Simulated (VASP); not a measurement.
# CdSe3S (P4mm) in VASP: further runs

Runs on CdSe3S. Level: PBE. Tasks: single point, relaxation of cell and atoms.

All numbers are computed with VASP 6.6.1; they aren't measurements. Logs are shortened: lines on timing, memory, paths and dates and some standing lists are left out, and cuts for length are marked.

### Step 1. The cell of the first run

It takes space group P4mm (No. 99, tetragonal). The conventional cell has a = 4.948 Å, b = 4.948 Å, c = 5.716 Å, α = 90.00°, β = 90.00°, γ = 90.00°. Within 3.4 Å of Cd (site symmetry 4mm) lie 6 Se at 2.58 to 3.14 Å. Se (site symmetry 2mm) has 2 S at 2.55 Å and 2 Cd at 2.86 Å and 6 Se at 3.00 to 3.50 Å within 3.5 Å. Within 3.4 Å of Se (site symmetry 4mm) lie 2 Cd at 2.58 to 3.14 Å and 4 Se at 3.00 Å. S (site symmetry 4mm) has 4 Se at 2.55 Å within 3.4 Å.

The cell was generated, and may not be a known phase.

### Step 2. Single point, PBE

Input file INCAR:

```
ALGO = Normal ; EDIFF = 1E-7
ENCUT = 520 ; GGA = PE
ISIF = 2 ; ISMEAR = 0
LASPH = True ; LCHARG = False
LREAL = False ; LWAVE = False
NBANDS = 26 ; NELM = 80
PREC = Accurate ; SIGMA = 0.1
```

Input file KPOINTS:

```
k-points
0
Gamma
  4 4 4
```

Input file POSCAR:

```
CdSe3S
1.0
    4.9481768835      0.0000000000      0.0000000000
    0.0000000000      4.9481768835      0.0000000000
    0.0000000000      0.0000000000      5.7162384039
Cd Se S
1 3 1
Direct
    0.0000000000      0.0000000000      0.5684467287
    0.0000000000      0.5000000000      0.3182041888
    0.0000000000      0.0000000000      1.0198946924
    0.5000000000      0.0000000000      0.3182041888
    0.5000000000      0.5000000000      1.2137691912
```

Potentials or basis: VASP PAW PBE potentials, release 64 (Cd, Se, S).

On the command line:

```bash
> cat potpaw_PBE.64/Cd/POTCAR potpaw_PBE.64/Se/POTCAR potpaw_PBE.64/S/POTCAR > POTCAR
> mpirun -np 1 vasp_std > vasp.out
```

OUTCAR:

```text
EDIFF = 1E-7
   ENCUT = 520
   GGA = PE
   ISIF = 2
   ISMEAR = 0
   LASPH = True
   LREAL = False
   NELM = 80
   PREC = Accurate

 ion  position               nearest neighbor table
   1  0.000  0.000  0.568-   3 2.58   2 2.86   4 2.86   2 2.86   4 2.86   3 3.14
   2  0.000  0.500  0.318-   5 2.55   5 2.55   1 2.86   1 2.86
   3  0.000  0.000  0.020-   1 2.58   1 3.14
   4  0.500  0.000  0.318-   5 2.55   5 2.55   1 2.86   1 2.86
   5  0.500  0.500  0.214-   2 2.55   4 2.55   4 2.55   2 2.55

  LATTYP: Found a simple tetragonal cell.
 ALAT       =     4.9481768835
 C/A-ratio  =     1.1552211124

  Lattice vectors:

 A1 = (   4.9481768835,   0.0000000000,   0.0000000000)
 A2 = (   0.0000000000,   4.9481768835,   0.0000000000)
 A3 = (   0.0000000000,   0.0000000000,   5.7162384039)

Analysis of symmetry for initial positions (statically):
=====================================================================
 Subroutine PRICEL returns:
 Original cell was already a primitive cell.

 Routine SETGRP: Setting up the symmetry group for a
 simple tetragonal supercell.

 Subroutine GETGRP returns: Found  8 space group operations
 (whereof  8 operations were pure point group operations)
 out of a pool of 16 trial point group operations.

The static configuration has the point symmetry C_4v.

Analysis of symmetry for dynamics (positions and initial velocities):
=====================================================================
 Subroutine PRICEL returns:
 Original cell was already a primitive cell.

 Routine SETGRP: Setting up the symmetry group for a
 simple tetragonal supercell.

 Subroutine GETGRP returns: Found  8 space group operations
 (whereof  8 operations were pure point group operations)
 out of a pool of 16 trial point group operations.

The dynamic configuration has the point symmetry C_4v.

 Subroutine INISYM returns: Found  8 space group operations
 (whereof  8 operations are pure point group operations),
 and found     1 'primitive' translations

----------------------------------------------------------------------------------------

                                     Primitive cell

  volume of cell :     139.9590

  direct lattice vectors                    reciprocal lattice vectors
     4.948176884  0.000000000  0.000000000     0.202094635  0.000000000  0.000000000
     0.000000000  4.948176884  0.000000000     0.000000000  0.202094635  0.000000000
     0.000000000  0.000000000  5.716238404     0.000000000  0.000000000  0.174940219

  length of vectors
     4.948176884  4.948176884  5.716238404     0.202094635  0.202094635  0.174940219

  position of ions in fractional coordinates (direct lattice)
     0.000000000  0.000000000  0.568446729
     0.000000000  0.500000000  0.318204189
     0.000000000  0.000000000  0.019894692
     0.500000000  0.000000000  0.318204189
     0.500000000  0.500000000  0.213769191

  ion indices of the primitive-cell ions
   primitive index   ion index
                 1           1
                 2           2
                 3           3
                 4           4
                 5           5

----------------------------------------------------------------------------------------

 KPOINTS: k-points

Automatic generation of k-mesh.
 Grid dimensions read from file:
 generate k-points for:    4    4    4

 Generating k-lattice:

  Cartesian coordinates                     Fractional coordinates (reciprocal lattice)
     0.050523659  0.000000000  0.000000000     0.250000000  0.000000000  0.000000000
     0.000000000  0.050523659  0.000000000     0.000000000  0.250000000  0.000000000
     0.000000000  0.000000000  0.043735055     0.000000000  0.000000000  0.250000000

  Length of vectors
     0.050523659  0.050523659  0.043735055

  Shift w.r.t. Gamma in fractional coordinates (k-lattice)
     0.000000000  0.000000000  0.000000000

 Subroutine IBZKPT returns following result:
 ===========================================

 Found     18 irreducible k-points:

 Following reciprocal coordinates:
            Coordinates               Weight
  0.000000  0.000000  0.000000      1.000000
  0.250000  0.000000  0.000000      4.000000
  0.500000  0.000000  0.000000      2.000000
  0.250000  0.250000  0.000000      4.000000
  0.500000  0.250000  0.000000      4.000000
  0.500000  0.500000  0.000000      1.000000
[... 10 lines left out ...]
  0.500000  0.250000  0.500000      4.000000
  0.500000  0.500000  0.500000      1.000000
   k-points           NKPTS =     18   k-points in BZ     NKDIM =     18   number of bands    NBANDS=     26
   number of dos      NEDOS =    301   number of ions     NIONS =      5
   total plane-waves  NPLWV =  76800
   dimension x,y,z NGX =    40 NGY =   40 NGZ =   48
   dimension x,y,z NGXF=    80 NGYF=   80 NGZF=   96
   ions per type =               1   3   1
   NGX,Y,Z   is equivalent  to a cutoff of  13.44, 13.44, 13.96 a.u.
   NGXF,Y,Z  is equivalent  to a cutoff of  26.88, 26.88, 27.92 a.u.
 SYSTEM =  unknown system
   PREC   = accura    normal or accurate (medium, high low for compatibility)
   ISTART =      0    job   : 0-new  1-cont  2-samecut
   ICHARG =      2    charge: 1-file 2-atom 10-const
   ISPIN  =      1    spin polarized calculation?
   LNONCOLLINEAR =      F non collinear calculations
   LSORBIT =      F    spin-orbit coupling
   LASPH  =      T    aspherical Exc in radial PAW
   ENCUT  =  520.0 eV  38.22 Ry    6.18 a.u.   9.20  9.20 10.63*2*pi/ulx,y,z
   NELM   =     80;   NELMIN=  2; NELMDL= -5     # of ELM steps
   EDIFF  = 0.1E-06   stopping-criterion for ELM
   LREAL  =      F    real-space projection
   EDIFFG = 0.1E-05   stopping-criterion for IOM
   NSW    =      0    number of steps for IOM
   IBRION =     -1    ionic relax: 0-MD 1-quasi-New 2-CG
   NFREE  =      0    steps in history (QN), initial steepest desc. (CG)
   ISIF   =      2    stress and relaxation
   ISYM   =      2    0-nonsym 1-usesym 2-fastsym
   POTIM  = 0.5000    time-step for ionic-motion
   TEBEG  =    0.0;   TEEND  =   0.0 temperature during run
   PSTRESS=    0.0 pullay stress
   NELECT =      36.0000    total number of electrons
   NUPDOWN=      -1.0000    fix difference up-down
   EMIN   =  10.00;   EMAX   =-10.00  energy-range for DOS
   EFERMI =   0.00;   METHOD = LEGACY
   ISMEAR =     0;   SIGMA  =   0.10  broadening in eV -4-tet -1-fermi 0-gaus
   EFERMI_NEDOS =   21; number of points for ismear=-14 and -15
   IALGO  =     38    algorithm
   IMIX   =      4    mixing-type and parameters
     AMIX     =   0.40;   BMIX     =  1.00
     AMIX_MAG =   1.60;   BMIX_MAG =  1.00
  volume/ion in A,a.u.               =      27.99       188.90
  Fermi-wavevector in a.u.,A,eV,Ry     =   1.041139  1.967468 14.748315  1.083971
  Thomas-Fermi vector in A             =   2.175746
   LORBIT       =      0    0 simple, 1 ext, 2 COOP (PROOUT), +10 PAW based schemes
   GGA     = PE    functional components
   LHFCALC =     F    Hartree Fock is set to
   AEXX    =    0.0000 exact exchange contribution
   IVDW    =     0    specifies the selected vdW correction
   LEPSILON=     F    determine dielectric tensor
   LRPA    =     F    only Hartree local field effects (RPA)
 non-spin polarized calculation
 Gauss-broadening in eV      SIGMA  =   0.10
  energy-cutoff  :      520.00
  volume of cell :      139.96
 maximum number of plane-waves:      3786
 NGX is ok and might be reduce to    40
   NGX = 19   NGY = 19   NGZ = 21

 number of electron      36.0000008 magnetization

 Free energy of the ion-electron system (eV)
  ---------------------------------------------------
  ext. energy  EPLUGINS =         0.00000000
  ---------------------------------------------------
  free energy    TOTEN  =       -14.27344390 eV

  energy without entropy =      -14.26563313  energy(sigma->0) =      -14.26953851

 E-fermi :   1.9164     XC(G=0):  -8.5350

 val. band max:        1.8683609543   @ k =   0.2500   0.0000   0.0000
 cond. band min:       2.1060869944   @ k =   0.2500   0.0000   0.2500
 fundamental gap:      0.2377260401
 Fermi energy:         1.9164220292

 k-point     1 :       0.0000    0.0000    0.0000
  band No.  band energies     occupation
      1     -13.3517      2.00000
      2     -10.5372      2.00000
      3     -10.3514      2.00000
      4      -8.4103      2.00000
      5      -6.3723      2.00000
      6      -6.3723      2.00000
[... 18 lines left out ...]
     25       7.5485      0.00000
     26       7.5485      0.00000

 k-point     2 :       0.2500    0.0000    0.0000
  band No.  band energies     occupation
      1     -13.0709      2.00000
      2     -11.0224      2.00000
      3     -10.2620      2.00000
      4      -8.8093      2.00000
      5      -6.3581      2.00000
      6      -6.3278      2.00000
[... 18 lines left out ...]
     25       7.8721      0.00000
     26       8.2252      0.00000

 k-point     3 :       0.5000    0.0000    0.0000
  band No.  band energies     occupation
      1     -12.5198      2.00000
      2     -11.8233      2.00000
      3     -10.0588      2.00000
      4      -9.1536      2.00000
      5      -6.3418      2.00000
      6      -6.2648      2.00000
[... 18 lines left out ...]
     25       7.8709      0.00000
     26      10.1912      0.00000

 k-point     4 :       0.2500    0.2500    0.0000
  band No.  band energies     occupation
      1     -12.7863      2.00000
      2     -10.9895      2.00000
      3     -10.5642      2.00000
      4      -9.3623      2.00000
      5      -6.3306      2.00000
      6      -6.3009      2.00000
[... 18 lines left out ...]
     25       8.8862      0.00000
     26       9.3068      0.00000
[... 322 lines left out ...]
      1     -12.7599      2.00000
      2     -10.9859      2.00000
      3     -10.4446      2.00000
      4      -9.4012      2.00000
      5      -6.5031      2.00000
      6      -6.3510      2.00000
[... 18 lines left out ...]
     25       7.9969      0.00000
     26       8.7701      0.00000

 k-point    17 :       0.5000    0.2500    0.5000
  band No.  band energies     occupation
      1     -12.1993      2.00000
      2     -11.5810      2.00000
      3     -10.2206      2.00000
      4      -9.9818      2.00000
      5      -6.5039      2.00000
      6      -6.3269      2.00000
[... 18 lines left out ...]
     25       8.2373      0.00000
     26       8.4808      0.00000

 k-point    18 :       0.5000    0.5000    0.5000
  band No.  band energies     occupation
      1     -11.3482      2.00000
      2     -11.3482      2.00000
      3     -11.2251      2.00000
      4     -10.4814      2.00000
      5      -6.5043      2.00000
      6      -6.2768      2.00000
[... 18 lines left out ...]
     25       8.1154      0.00000
     26       8.7931      0.00000

------------------------ aborting loop because EDIFF is reached ----------------------------------------

  FORCE on cell =-STRESS in cart. coord.  units (eV):
  Direction    XX          YY          ZZ          XY          YZ          ZX
  --------------------------------------------------------------------------------------
  -------------------------------------------------------------------------------------
  Total        0.1878962      0.1878962      0.4031322      0.0000000      0.0000000      0.0000000
  in kB        2.1509377      2.1509377      4.6148472      0.0000000      0.0000000      0.0000000
  external PRESSURE =       2.9722408 kB  Pullay stress =       0.0000000 kB

 VOLUME and BASIS-vectors are now :
 -----------------------------------------------------------------------------
  energy-cutoff  :      520.00
  volume of cell :      139.96
      direct lattice vectors                 reciprocal lattice vectors
     4.948176884  0.000000000  0.000000000     0.202094635  0.000000000  0.000000000
     0.000000000  4.948176884  0.000000000     0.000000000  0.202094635  0.000000000
     0.000000000  0.000000000  5.716238404     0.000000000  0.000000000  0.174940219

 POSITION                                       TOTAL-FORCE (eV/Angst)
 -----------------------------------------------------------------------------------
      0.00000      0.00000      3.24938         0.000000     -0.000000      0.010928
      0.00000      2.47409      1.81893         0.000000      0.000000     -0.022281
      0.00000      0.00000      0.11372        -0.000000      0.000000      0.030915
      2.47409      0.00000      1.81893        -0.000000      0.000000     -0.022281
      2.47409      2.47409      1.22196         0.000000      0.000000      0.002720
 -----------------------------------------------------------------------------------
    total drift:                                0.000000      0.000000      0.000083

  FREE ENERGIE OF THE ION-ELECTRON SYSTEM (eV)
  ---------------------------------------------------
  free  energy   TOTEN  =       -14.2734438967 eV

  energy  without entropy=      -14.2656331289  energy(sigma->0) =      -14.26953851
```

Wall time 2.1 min (1 thread of Intel Xeon 8259CL, shared host); peak memory 0.29 GiB.

What came out:

```yaml
Free_energy: -14.2734 eV
Pressure: 0.3 GPa
Largest_force: 0.031 eV/Å
Band_gap_on_the_k_mesh: zero (bands 18 and 19 overlap by 0.91 eV)
```

Forces in eV/Å, atoms in the order of the input:
```
Cd   0.000  0.000  0.011
Se   0.000  0.000 -0.022
Se   0.000  0.000  0.031
Se   0.000  0.000 -0.022
S    0.000  0.000  0.003
```

Levels at points of the mesh, in eV from the Fermi level:
```csv
k point,band 14,band 15,band 16,band 17,band 18,band 19,band 20,band 21,band 22,band 23
"(0.00, 0.00, 0.00)",-2.75,-2.18,-1.38,-1.14,0.21,0.21,1.99,3.15,3.15,4.66
"(0.50, 0.00, 0.00)",-3.77,-1.97,-1.95,-0.87,0.27,0.56,0.57,3.15,3.27,4.82
"(0.50, 0.50, 0.00)",-2.57,-1.21,-1.21,-1.12,-0.20,-0.09,-0.09,0.54,3.52,5.26
"(0.00, 0.00, 0.50)",-2.45,-2.45,-1.48,-0.78,-0.63,-0.63,3.27,3.27,4.14,4.28
"(0.50, 0.00, 0.50)",-2.90,-1.99,-0.94,-0.52,-0.32,0.74,0.83,3.15,3.34,4.78
"(0.50, 0.50, 0.50)",-1.11,-1.09,-1.09,-0.20,-0.14,0.56,0.66,0.66,2.55,4.95
```

(Part 1 of 2 ends here.)

The gap in the log of VASP goes by the Fermi energy; the results here count the filled bands.